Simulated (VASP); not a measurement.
Write the native input for VASP 6.6.1 that does the following.

| Property | Result |
| --- | --- |
| Task | single point |
| Functional | PBE |
| Potentials or basis | VASP PAW PBE potentials, release 64 (Be, Sb, Cl) |
| Cutoff | 520 eV |
| k mesh | 12 × 12 × 8 |
| Occupations | gaussian, width 0.1 eV |
| Spin | no spin polarisation |
| Dipole correction | no |
| Further INCAR settings | ALGO = Normal; EDIFF = 1e-06; NBANDS = 16 |

The structure of Be2SbCl lies in POSCAR:

```
Be2SbCl
1.0
    4.3373089952      0.0000000000      0.0000000000
   -2.1686544976      3.7562197739      0.0000000000
    0.0000000000      0.0000000000      5.6618753550
Be Sb Cl
2 1 1
Direct
    0.3333333333      0.6666666667      0.0000000000
    0.6666666667      0.3333333333      0.0000000000
    0.0000000000      0.0000000000      0.0000000000
    0.0000000000      0.0000000000      0.5000000000
```

One way to write it, as run:

INCAR

```
SYSTEM = Be2SbCl
ALGO = Normal
EDIFF = 1E-6
ENCUT = 520
GGA = PE
ISIF = 2
ISMEAR = 0
LASPH = .TRUE.
LCHARG = .FALSE.
LREAL = .FALSE.
LWAVE = .FALSE.
NBANDS = 16
NELM = 80
PREC = Accurate
SIGMA = 0.1
```

KPOINTS

```
k-points
0
G
  12 12 8
  0 0 0
```

Potentials or basis: VASP PAW PBE potentials, release 64 (Be, Sb, Cl).

The run is started by

```sh
$ cat potpaw_PBE.64/Be/POTCAR potpaw_PBE.64/Sb/POTCAR potpaw_PBE.64/Cl/POTCAR > POTCAR
$ mpirun -np 1 vasp_std > vasp.out
```

It gave:

```json
{"Pressure": "0.1 GPa", "Band gap on the k mesh": "zero (band 8 reaches 4.80 eV, above the bottom of band 9 at 2.90 eV)"}
```

Caveat: spin-orbit coupling is left out, which moves the levels of the heavy elements.

Run time: 110 s on 1 thread of Intel(R) Xeon(R) Platinum 8375C CPU @ 2.90GHz (Ice Lake), with other jobs on the host, peak memory 0.29 GiB.
